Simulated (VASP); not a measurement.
# CoW8C8 in VASP: single point with PBE

Aim: the single point of CoW8C8 with PBE.

All numbers are computed with VASP 6.6.1; they aren't measurements. Logs are shortened: lines on timing, memory, paths and dates and some standing lists are left out, and cuts for length are marked.

### 1 The cell of the first run

The cell holds a slab with vacuum, 17 atoms: a = 5.810 Å, b = 5.810 Å, c = 16.255 Å, α = 90.00°, β = 90.00°, γ = 120.00°.

### 2 Single point, PBE, collinear spin, ferromagnetic start

Contents of INCAR:

```
SYSTEM = CoW8C8
PREC = Accurate
ENCUT = 520
EDIFF = 1E-6
ISMEAR = -1
SIGMA = 0.1
LREAL = Auto
LASPH = .True.
NELM = 150
ALGO = Normal
ISIF = 2
LWAVE = .False.
LCHARG = .False.
ISPIN = 2
MAGMOM = 0 0 0 0 0 0 0 0 0 0 0 0 0 0 0 0 1
LORBIT = 11
LMAXMIX = 4
GGA = PE
NBANDS = 94
```

Contents of KPOINTS:

```
Automatic mesh
0
Gamma
  3 3 1
  0 0 0
```

Contents of POSCAR:

```
CoW8C8
1.0
    5.8102400000      0.0000000000      0.0000000000
   -2.9051200000      5.0318150000      0.0000000000
    0.0000000000      0.0000000000     16.2553350000
W C Co
8 8 1
Direct
    0.0000000000      0.0000000000      0.0615183000
   -0.0000120515     -0.0000245051      0.2401057435
    0.0000000000      0.5000000000      0.0615183000
    0.0048080194      0.5024055393      0.2362010024
    0.5000000000      0.0000000000      0.0615183000
    0.4975915278     -0.0048164997      0.2361999062
    0.5000000000      0.5000000000      0.0615183000
    0.4976021161      0.5024042367      0.2362011634
    0.3319966342      0.1659977865      0.1434156651
    0.3369503840      0.1684655790      0.3122388247
    0.3333303799      0.6666607743      0.1412099468
    0.3333303103      0.6666573376      0.3062375880
    0.8339973903      0.1659974599      0.1434153235
    0.8315182441      0.1684604152      0.3122414484
    0.8339944405      0.6679938137      0.1434126200
    0.8315248375      0.6630487656      0.3122429560
    0.6666630905      0.3333254670      0.3616303764
```

Potentials or basis: VASP PAW PBE potentials, release 64 (W_sv, C, Co).

Launch:

```
> cat potpaw_PBE.64/W_sv/POTCAR potpaw_PBE.64/C/POTCAR potpaw_PBE.64/Co/POTCAR > POTCAR
> mpirun -np 1 vasp_std > vasp.out
```

OUTCAR:

```text
SYSTEM = CoW8C8
   PREC = Accurate
   ENCUT = 520
   EDIFF = 1E-6
   ISMEAR = -1
   LREAL = Auto
   LASPH = .True.
   NELM = 150
   ISIF = 2
   ISPIN = 2
   LORBIT = 11
   GGA = PE

 ion  position               nearest neighbor table
   1  0.000  0.000  0.062-   9 2.14  15 2.14  13 2.14   2 2.90   7 2.91   3 2.91   3 2.91   7 2.91
                             5 2.91   5 2.91
   2  1.000  1.000  0.240-  16 2.06  14 2.06  10 2.06  15 2.29   9 2.29  13 2.29   1 2.90   8 2.91
                             4 2.91   6 2.91   6 2.91   4 2.91   8 2.91
   3  0.000  0.500  0.062-  11 2.12  15 2.14  13 2.14   4 2.84   5 2.91   1 2.91   1 2.91   5 2.91
                             7 2.91   7 2.91
   4  0.005  0.502  0.236-  12 2.01  16 2.09  14 2.09  11 2.26  13 2.27  15 2.27  17 2.66   3 2.84
                             6 2.86   8 2.86   2 2.91   2 2.91   8 2.95   6 2.95
   5  0.500  0.000  0.062-  11 2.12  13 2.14   9 2.14   6 2.84   7 2.91   3 2.91   7 2.91   3 2.91
                             1 2.91   1 2.91
   6  0.498  0.995  0.236-  12 2.01  10 2.09  14 2.09  11 2.26  13 2.27   9 2.27  17 2.66   5 2.84
                             4 2.86   8 2.86   2 2.91   2 2.91   8 2.95   4 2.95
   7  0.500  0.500  0.062-  11 2.12  15 2.14   9 2.14   8 2.84   1 2.91   5 2.91   5 2.91   1 2.91
                             3 2.91   3 2.91
   8  0.498  0.502  0.236-  12 2.01  16 2.09  10 2.09  11 2.26  15 2.27   9 2.27  17 2.66   7 2.84
                             6 2.86   4 2.86   2 2.91   2 2.91   4 2.95   6 2.95
   9  0.332  0.166  0.143-   1 2.14   5 2.14   7 2.14   6 2.27   8 2.27   2 2.29
  10  0.337  0.168  0.312-  17 1.84   2 2.06   6 2.09   8 2.09
  11  0.333  0.667  0.141-   3 2.12   7 2.12   5 2.12   6 2.26   4 2.26   8 2.26
  12  0.333  0.667  0.306-   4 2.01   8 2.01   6 2.01
  13  0.834  0.166  0.143-   1 2.14   5 2.14   3 2.14   6 2.27   4 2.27   2 2.29
  14  0.832  0.168  0.312-  17 1.84   2 2.06   6 2.09   4 2.09
  15  0.834  0.668  0.143-   1 2.14   7 2.14   3 2.14   8 2.27   4 2.27   2 2.29
  16  0.832  0.663  0.312-  17 1.84   2 2.06   8 2.09   4 2.09
  17  0.667  0.333  0.362-  10 1.84  14 1.84  16 1.84   8 2.66   4 2.66   6 2.66

  LATTYP: Found a hexagonal cell.
 ALAT       =     5.8102400000
 C/A-ratio  =     2.7977045699

  Lattice vectors:

 A1 = (   5.8102400000,   0.0000000000,   0.0000000000)
 A2 = (  -2.9051200000,   5.0318150000,   0.0000000000)
 A3 = (   0.0000000000,   0.0000000000,  16.2553350000)

Analysis of symmetry for initial positions (statically):
=====================================================================
 Subroutine PRICEL returns:
 Original cell was already a primitive cell.

 Routine SETGRP: Setting up the symmetry group for a
 hexagonal supercell.

 Subroutine GETGRP returns: Found  2 space group operations
 (whereof  2 operations were pure point group operations)
 out of a pool of 24 trial point group operations.

The static configuration has the point symmetry C_1h.

Analysis of symmetry for dynamics (positions and initial velocities):
[... 186 lines left out ...]
 val. band max:        1.0651719378   @ k =   0.0000   0.0000   0.0000
 cond. band min:       1.2900922081   @ k =   0.3333   0.3333   0.0000
 fundamental gap:      0.2249202703
 Fermi energy:         1.2092350572

 spin component 1

 k-point     1 :       0.0000    0.0000    0.0000
  band No.  band energies     occupation
      1     -72.9615      1.00000
      2     -72.8244      1.00000
      3     -72.7831      1.00000
      4     -72.7827      1.00000
      5     -72.7684      1.00000
      6     -72.7200      1.00000
[... 353 lines left out ...]
     87       3.4369      0.00000
     88       3.4578      0.00000
 Fermi energy:         1.2092350572

 spin component 2

 k-point     1 :       0.0000    0.0000    0.0000
  band No.  band energies     occupation
      1     -72.9615      1.00000
      2     -72.8244      1.00000
      3     -72.7831      1.00000
      4     -72.7827      1.00000
      5     -72.7684      1.00000
      6     -72.7200      1.00000
[... 353 lines left out ...]
     87       3.4369      0.00000
     88       3.4578      0.00000
 [bands above 88 left out]

------------------------ aborting loop because EDIFF is reached ----------------------------------------

  FORCE on cell =-STRESS in cart. coord.  units (eV):
  Direction    XX          YY          ZZ          XY          YZ          ZX
  --------------------------------------------------------------------------------------
  -------------------------------------------------------------------------------------
  Total        5.2383328      5.2370082      0.8139406      0.0000000      0.0017404      0.0000000
  in kB       17.6599311     17.6554656      2.7440285      0.0000000      0.0058673      0.0000000
  external PRESSURE =      12.6864751 kB  Pullay stress =       0.0000000 kB

 VOLUME and BASIS-vectors are now :
 -----------------------------------------------------------------------------
  energy-cutoff  :      520.00
  volume of cell :      475.24
      direct lattice vectors                 reciprocal lattice vectors
     5.810240000  0.000000000  0.000000000     0.172109930  0.099367723  0.000000000
    -2.905120000  5.031815000  0.000000000     0.000000000  0.198735446  0.000000000
     0.000000000  0.000000000 16.255335000     0.000000000  0.000000000  0.061518265

 POSITION                                       TOTAL-FORCE (eV/Angst)
 -----------------------------------------------------------------------------------
      0.00000      0.00000      1.00000        -0.000000      0.000108      0.339787
      2.90512      5.03169      3.90300        -0.000000      0.003011      0.085910
     -1.45256      2.51591      1.00000        -0.171872     -0.099592     -0.191163
     -1.43161      2.52801      3.83953        -0.020979     -0.014122      0.024147
      2.90512      0.00000      1.00000         0.000000      0.198523     -0.191204
     -0.00000      5.00758      3.83951        -0.000000      0.025495      0.024180
[... 9 lines left out ...]
      2.90512      3.33634      5.07561        -0.000000     -0.037411      0.054574
      2.90512      1.67723      5.87842        -0.000000     -0.000111     -0.073957
 -----------------------------------------------------------------------------------
    total drift:                               -0.030862     -0.000805      0.010178

  FREE ENERGIE OF THE ION-ELECTRON SYSTEM (eV)
  ---------------------------------------------------
  free  energy   TOTEN  =      -171.2156575665 eV

  energy  without entropy=     -171.0196477470  energy(sigma->0) =     -171.11765266

 total charge

# of ion       s       p       d       tot
------------------------------------------
    1        2.372   6.308   3.323  12.003
    2        2.359   6.414   3.443  12.216
    3        2.370   6.308   3.337  12.016
    4        2.362   6.416   3.544  12.323
    5        2.370   6.308   3.337  12.016
    6        2.362   6.416   3.544  12.323
[... 9 lines left out ...]
   16        0.913   1.481   0.000   2.394
   17        0.466   0.604   7.508   8.577
--------------------------------------------------
tot         26.517  63.582  34.918 125.017

 magnetization (x)

# of ion       s       p       d       tot
------------------------------------------
    1       -0.000   0.000  -0.000  -0.000
    2        0.000   0.000   0.000   0.000
    3       -0.000  -0.000  -0.000  -0.000
    4       -0.000   0.000   0.000   0.000
    5       -0.000   0.000  -0.000  -0.000
    6       -0.000   0.000   0.000   0.000
[... 9 lines left out ...]
   16        0.000   0.000   0.000   0.000
   17        0.000   0.000   0.000   0.000
--------------------------------------------------
tot          0.000   0.000   0.000   0.000
```

OSZICAR:

```text
N       E                     dE             d eps       ncg     rms          rms(c)
DAV:   1     0.182292713120E+04    0.18229E+04   -0.87908E+04  1784   0.157E+03
DAV:   2    -0.585856166524E+02   -0.18815E+04   -0.18240E+04  1688   0.480E+02
DAV:   3    -0.196203743384E+03   -0.13762E+03   -0.13289E+03  1824   0.129E+02
[... 29 lines left out ...]
DAV:  33    -0.171215650572E+03   -0.68870E-05   -0.38454E-06  1362   0.126E-02    0.902E-03
DAV:  34    -0.171215653865E+03   -0.32936E-05   -0.88945E-07  1138   0.359E-03    0.593E-03
DAV:  35    -0.171215655640E+03   -0.17747E-05   -0.33168E-07  1022   0.268E-03    0.521E-03
DAV:  36    -0.171215656712E+03   -0.10719E-05   -0.27865E-07  1020   0.230E-03    0.210E-03
DAV:  37    -0.171215657566E+03   -0.85457E-06   -0.24765E-07  1008   0.212E-03
   1 F= -.17121566E+03 E0= -.17111765E+03  d E =-.196010E+00  mag=     0.0001
```

Wall time 39 min (1 thread of Oxide Virtual Turin-like, shared host); peak memory 0.94 GiB.

Results:

| Property | Result |
| --- | --- |
| Free energy | -171.2157 eV |
| Largest force | 0.340 eV/Å |
| Net moment | 0.00 μB per cell |
| Valence electrons inside the program's atomic spheres | W 12.00, 12.22, 12.02, 12.32 (each value once); C 2.40, 2.39, 2.42 (each value once); Co 8.58 |

Forces in eV/Å, atoms in the order of the input:
```
W    0.000  0.000  0.340
W    0.000  0.003  0.086
W   -0.172 -0.100 -0.191
W   -0.021 -0.014  0.024
W    0.000  0.199 -0.191
W    0.000  0.025  0.024
W    0.172 -0.100 -0.191
W    0.021 -0.014  0.024
C   -0.009 -0.005 -0.019
C    0.032  0.019  0.054
C    0.000  0.000 -0.057
C    0.000  0.000  0.100
C    0.009 -0.005 -0.019
C   -0.032  0.019  0.054
C    0.000  0.011 -0.018
C    0.000 -0.037  0.055
Co   0.000  0.000 -0.074
```

Caveat: the k points lie up to 0.42 Å⁻¹ apart; spin-orbit coupling is left out, which moves the levels of the heavy elements.
